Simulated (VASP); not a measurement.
# SnO (P1) in VASP: further runs

The runs below take SnO through single point, with LDA.

Everything below comes from runs of VASP 6.6.1. Logs are shortened: lines on timing, memory, paths and dates and some standing lists are left out, and cuts for length are marked.

### Step 1. The cell of the first run

The typed cell holds 4 atoms: a = 3.355 Å, b = 5.674 Å, c = 4.222 Å, α = 90.00°, β = 90.00°, γ = 90.00°.

### Step 2. Single point, LDA (atoms moved at random)

Input file INCAR:

```
ALGO = Normal ; EDIFF = 1E-7
ENCUT = 520 ; GGA = CA
ISIF = 2 ; ISMEAR = 0
LASPH = T ; LCHARG = F
LREAL = F ; LWAVE = F
NBANDS = 28 ; NELM = 80
PREC = Accurate ; SIGMA = 0.05
```

Input file KPOINTS:

```
k-points
0
Gamma
  8 6 6
```

Input file POSCAR:

```
SnO
1.0
    3.3550050000      0.0000000000      0.0000000000
    0.0000000000      5.6741040000      0.0000000000
    0.0000000000      0.0000000000      4.2219700000
Sn O
2 2
Direct
   -0.0326714820      0.2281668933      0.4953072054
    0.4846702207      0.7596073393     -0.0358882953
    0.1978998496      0.8267984094      0.7374873176
    0.3501014117      0.1854273580      0.3030957723
```

Potentials or basis: VASP PAW LDA potentials, release 64 (Sn_d, O).

The run is started by

```
$ cat potpaw_LDA.64/Sn_d/POTCAR potpaw_LDA.64/O/POTCAR > POTCAR
$ mpirun -np 1 vasp_std > vasp.out
```

OUTCAR:

```text
EDIFF = 1E-7
   ENCUT = 520
   GGA = CA
   ISIF = 2
   ISMEAR = 0
   LASPH = T
   LREAL = F
   NELM = 80
   PREC = Accurate

 ion  position               nearest neighbor table
   1  0.967  0.228  0.495-   4 1.54   4 2.24   3 2.61   2 3.69   2 3.74
   2  0.485  0.760  0.964-   3 1.41   3 2.61   4 2.84   1 3.69   1 3.74
   3  0.198  0.827  0.737-   2 1.41   2 2.61   1 2.61
   4  0.350  0.185  0.303-   1 1.54   1 2.24   2 2.84

 -----------------------------------------------------------------------------
|                                                                             |
|           W    W    AA    RRRRR   N    N  II  N    N   GGGG   !!!           |
|           W    W   A  A   R    R  NN   N  II  NN   N  G    G  !!!           |
|           W    W  A    A  R    R  N N  N  II  N N  N  G       !!!           |
|           W WW W  AAAAAA  RRRRR   N  N N  II  N  N N  G  GGG   !            |
|           WW  WW  A    A  R   R   N   NN  II  N   NN  G    G                |
|           W    W  A    A  R    R  N    N  II  N    N   GGGG   !!!           |
|                                                                             |
|     The distance between some ions is very small. Please check the          |
|     nearest-neighbor list in the OUTCAR file.                               |
|     I HOPE YOU KNOW WHAT YOU ARE DOING!                                     |
|                                                                             |
 -----------------------------------------------------------------------------

  LATTYP: Found a simple orthorhombic cell.
 ALAT       =     3.3550050000
 B/A-ratio  =     1.2584094510
 C/A-ratio  =     1.6912356315

  Lattice vectors:

 A1 = (  -3.3550050000,   0.0000000000,   0.0000000000)
 A2 = (   0.0000000000,   0.0000000000,   4.2219700000)
 A3 = (   0.0000000000,   5.6741040000,   0.0000000000)

Analysis of symmetry for initial positions (statically):
=====================================================================
 Subroutine PRICEL returns:
 Original cell was already a primitive cell.

 Routine SETGRP: Setting up the symmetry group for a
 simple orthorhombic supercell.

 Subroutine GETGRP returns: Found  1 space group operations
 (whereof  1 operations were pure point group operations)
 out of a pool of  8 trial point group operations.

The static configuration has the point symmetry C_1 .

Analysis of symmetry for dynamics (positions and initial velocities):
=====================================================================
 Subroutine PRICEL returns:
 Original cell was already a primitive cell.

 Routine SETGRP: Setting up the symmetry group for a
 simple orthorhombic supercell.

 Subroutine GETGRP returns: Found  1 space group operations
[... 114 lines left out ...]
   ISYM   =      2    0-nonsym 1-usesym 2-fastsym
   POTIM  = 0.5000    time-step for ionic-motion
   TEBEG  =    0.0;   TEEND  =   0.0 temperature during run
   PSTRESS=    0.0 pullay stress
   NELECT =      40.0000    total number of electrons
   NUPDOWN=      -1.0000    fix difference up-down
   EMIN   =  10.00;   EMAX   =-10.00  energy-range for DOS
   EFERMI =   0.00;   METHOD = LEGACY
   ISMEAR =     0;   SIGMA  =   0.05  broadening in eV -4-tet -1-fermi 0-gaus
   EFERMI_NEDOS =   21; number of points for ismear=-14 and -15
   IALGO  =     38    algorithm
   IMIX   =      4    mixing-type and parameters
     AMIX     =   0.40;   BMIX     =  1.00
     AMIX_MAG =   1.60;   BMIX_MAG =  1.00
  volume/ion in A,a.u.               =      20.09       135.59
  Fermi-wavevector in a.u.,A,eV,Ry     =   1.297357  2.451650 22.900458  1.683136
  Thomas-Fermi vector in A             =   2.428755
   LORBIT       =      0    0 simple, 1 ext, 2 COOP (PROOUT), +10 PAW based schemes
   GGA     = CA    functional components
   LHFCALC =     F    Hartree Fock is set to
   AEXX    =    0.0000 exact exchange contribution
   IVDW    =     0    specifies the selected vdW correction
   LEPSILON=     F    determine dielectric tensor
   LRPA    =     F    only Hartree local field effects (RPA)
 non-spin polarized calculation
 Gauss-broadening in eV      SIGMA  =   0.05
  energy-cutoff  :      520.00
  volume of cell :       80.37
 maximum number of plane-waves:      2178
 NGX is ok and might be reduce to    28
   NGX = 13   NGY = 21   NGZ = 15

 number of electron      40.0000016 magnetization

 Free energy of the ion-electron system (eV)
  ---------------------------------------------------
  ext. energy  EPLUGINS =         0.00000000
  ---------------------------------------------------
  free energy    TOTEN  =       -12.31017322 eV

  energy without entropy =      -12.31017322  energy(sigma->0) =      -12.31017322

 E-fermi :   5.2955     XC(G=0):  -9.8178

 val. band max:        5.0382506454   @ k =   0.5000   0.5000   0.0000
 cond. band min:       6.0780759006   @ k =   0.0000   0.5000   0.5000
 fundamental gap:      1.0398252552
 Fermi energy:         5.2955043695

 k-point     1 :       0.0000    0.0000    0.0000
  band No.  band energies     occupation
      1     -20.7479      2.00000
      2     -19.0894      2.00000
      3     -16.5513      2.00000
      4     -16.4186      2.00000
      5     -16.2146      2.00000
      6     -16.2015      2.00000
[... 733 lines left out ...]
     27      13.4163      0.00000
     28      13.7131      0.00000

 [... further k-points ...]

------------------------ aborting loop because EDIFF is reached ----------------------------------------

  FORCE on cell =-STRESS in cart. coord.  units (eV):
  Direction    XX          YY          ZZ          XY          YZ          ZX
  --------------------------------------------------------------------------------------
  -------------------------------------------------------------------------------------
  Total       50.9292500      4.0877203     36.4574865    -13.6768535     -7.8181490     10.9369895
  in kB     1015.2482671     81.4865899    726.7611437   -272.6410030   -155.8507576    218.0232318
  external PRESSURE =     607.8320002 kB  Pullay stress =       0.0000000 kB

 VOLUME and BASIS-vectors are now :
 -----------------------------------------------------------------------------
  energy-cutoff  :      520.00
  volume of cell :       80.37
      direct lattice vectors                 reciprocal lattice vectors
     3.355005000  0.000000000  0.000000000     0.298062149  0.000000000  0.000000000
     0.000000000  5.674104000  0.000000000     0.000000000  0.176239279  0.000000000
     0.000000000  0.000000000  4.221970000     0.000000000  0.000000000  0.236856254

 POSITION                                       TOTAL-FORCE (eV/Angst)
 -----------------------------------------------------------------------------------
      3.24539      1.29464      2.09117       -18.123539      3.988836     12.936751
      1.62607      4.31009      4.07045        27.397755    -11.131311     27.690982
      0.66395      4.69134      3.11365       -27.475418     11.181540    -27.455499
      1.17459      1.05213      1.27966        18.201202     -4.039065    -13.172234
 -----------------------------------------------------------------------------------
    total drift:                               -0.000866     -0.000080      0.001147

  FREE ENERGIE OF THE ION-ELECTRON SYSTEM (eV)
  ---------------------------------------------------
  free  energy   TOTEN  =       -12.3101732233 eV

  energy  without entropy=      -12.3101732233  energy(sigma->0) =      -12.31017322
```

stdout:

```text
POSCAR found type information on POSCAR SnO
 POSCAR found :  2 types and       4 ions
 scaLAPACK will be used
 LDA part: xc-table for (Slater(with rela. corr.)+CA(PZ))
 , standard interpolation
 -----------------------------------------------------------------------------
|                                                                             |
|           W    W    AA    RRRRR   N    N  II  N    N   GGGG   !!!           |
|           W    W   A  A   R    R  NN   N  II  NN   N  G    G  !!!           |
|           W    W  A    A  R    R  N N  N  II  N N  N  G       !!!           |
|           W WW W  AAAAAA  RRRRR   N  N N  II  N  N N  G  GGG   !            |
|           WW  WW  A    A  R   R   N   NN  II  N   NN  G    G                |
|           W    W  A    A  R    R  N    N  II  N    N   GGGG   !!!           |
|                                                                             |
|     The distance between some ions is very small. Please check the          |
|     nearest-neighbor list in the OUTCAR file.                               |
|     I HOPE YOU KNOW WHAT YOU ARE DOING!                                     |
|                                                                             |
 -----------------------------------------------------------------------------

 POSCAR, INCAR and KPOINTS ok, starting setup
 FFT: planning ... GRIDC
 FFT: planning ... GRID_SOFT
 FFT: planning ... GRID
 WAVECAR not read
 entering main loop
```

Wall time 2.2 min (1 thread of Intel Xeon 6975P-C (Granite Rapids), shared host); peak memory 0.35 GiB.

Results:

```yaml
Free_energy: -12.3102 eV
Pressure: 60.8 GPa
Largest_force: 40.513 eV/Å
Band_gap_on_the_k_mesh: 1.04 eV (least direct gap 1.30 eV)
```

Forces in eV/Å, atoms in the order of the input:
```
Sn  -18.124   3.989  12.937
Sn   27.398 -11.131  27.691
O   -27.475  11.182 -27.455
O    18.201  -4.039 -13.172
```

Stress tensor (GPa, compression positive):
```
101.52 -27.26  21.80
-27.26   8.15 -15.59
 21.80 -15.59  72.68
```

Levels at points of the mesh, in eV from the valence-band top:
```csv
k point,band 16,band 17,band 18,band 19,band 20,band 21,band 22,band 23,band 24,band 25
"(0.00, 0.00, 0.00)",-4.56,-4.21,-4.05,-3.25,-1.04,1.89,2.62,4.17,4.70,7.13
"(0.50, 0.00, 0.00)",-4.99,-4.21,-3.56,-1.21,-0.64,1.50,2.35,3.59,4.92,6.64
"(0.00, 0.50, 0.00)",-4.80,-4.39,-4.04,-2.47,-1.80,2.44,3.15,3.48,4.31,7.98
"(0.50, 0.50, 0.00)",-4.76,-4.38,-3.92,-1.30,0.00,1.30,2.39,4.23,5.50,6.45
"(0.00, 0.00, 0.50)",-4.74,-4.49,-4.11,-1.58,-1.32,1.93,2.29,3.12,3.59,8.85
"(0.50, 0.00, 0.50)",-5.42,-4.27,-3.78,-1.23,-0.89,2.05,2.65,3.26,4.27,6.10
"(0.00, 0.50, 0.50)",-4.33,-4.28,-3.92,-1.83,-1.23,1.04,1.25,4.63,5.09,8.34
"(0.50, 0.50, 0.50)",-5.65,-3.98,-3.53,-1.42,-1.25,2.61,2.87,3.42,4.01,5.64
```

Caveat: the cell differs from its parent crystal (atoms moved at random); atoms lie so close that the PAW spheres overlap strongly, which falsifies energies and pressures; the cell stands under pressure; spin-orbit coupling is left out, which moves the levels of the heavy elements; forces of over 1 eV/Å act on the atoms, so gaps and moduli don't describe the material at rest. A k mesh can miss the band edges.

### Step 3. Single point, LDA (atoms moved at random and the cell strained at random)

Input file INCAR:

```
  PREC = Accurate
  ENCUT = 520
  EDIFF = 1E-7
  ISMEAR = 0
  SIGMA = 0.05
  LREAL = False
  LASPH = True
  NELM = 60
  ALGO = Normal
  ISIF = 2
  LWAVE = False
  LCHARG = True
  GGA = CA
  LELF = True
  LVHAR = True
  NBANDS = 28
```

Input file KPOINTS:

```
Automatic mesh
0
Gamma
  8 6 6
```

Input file POSCAR:

```
SnO
1.0
    3.3813427663      0.0382727572     -0.0557995702
    0.0647282507      5.7389189339     -0.0636449571
   -0.0702187065     -0.0473567456      4.2247178537
Sn O
2 2
Direct
   -0.0456047086      0.2060203637      0.5352165052
    0.4551941711      0.7881590280     -0.0260821773
    0.0259143122      0.9187460463      0.7382394452
    0.5644962252      0.0870745620      0.2526282269
```

Potentials or basis: VASP PAW LDA potentials, release 64 (Sn_d, O).

The run is started by

```
$ cat potpaw_LDA.64/Sn_d/POTCAR potpaw_LDA.64/O/POTCAR > POTCAR
$ mpirun -np 1 vasp_std > vasp.out
```

It took 2.2 min on 1 thread of Intel Xeon 6975P-C (Granite Rapids), shared host; peak memory 0.37 GiB.

It converged, with:

* Free energy: -23.9886 eV
* Pressure: 11.1 GPa
* Largest force: 5.224 eV/Å
* Band gap on the k mesh: 1.50 eV (least direct gap 2.12 eV)

Forces in eV/Å, atoms in the order of the input:
```
Sn   2.141  4.762 -0.184
Sn   2.830 -2.003  1.976
O   -2.107 -1.720  0.006
O   -2.865 -1.039 -1.797
```

Stress tensor (GPa, compression positive):
```
 9.06 -2.62 10.85
-2.62 14.61 -6.55
10.85 -6.55  9.67
```

Levels at points of the mesh, in eV from the valence-band top:
```
           k point  band 17  band 18  band 19  band 20  band 21  band 22  band 23  band 24
(0.00, 0.00, 0.00)    -4.40    -3.09    -2.56     0.00     2.18     2.78     5.34     5.89
(0.50, 0.00, 0.00)    -3.90    -3.01    -1.56    -1.16     2.14     2.53     5.52     6.31
(0.00, 0.50, 0.00)    -3.99    -3.04    -2.31    -1.62     2.62     3.96     4.75     5.10
(0.50, 0.50, 0.00)    -3.95    -3.09    -1.21    -0.87     1.70     2.01     5.89     6.28
(0.00, 0.00, 0.50)    -3.67    -3.28    -2.21    -2.04     2.00     2.67     4.68     5.51
(0.50, 0.00, 0.50)    -3.63    -3.35    -1.26    -0.71     1.92     2.40     3.31     5.05
(0.00, 0.50, 0.50)    -3.51    -3.29    -2.07    -1.34     1.50     1.95     5.10     6.01
(0.50, 0.50, 0.50)    -3.73    -3.57    -0.91    -0.40     1.74     3.09     3.89     4.33
```

Caveat: the cell differs from its parent crystal (atoms moved at random and the cell strained at random); the cell stands under pressure; spin-orbit coupling is left out, which moves the levels of the heavy elements; forces of over 1 eV/Å act on the atoms, so gaps and moduli don't describe the material at rest. A k mesh can miss the band edges.
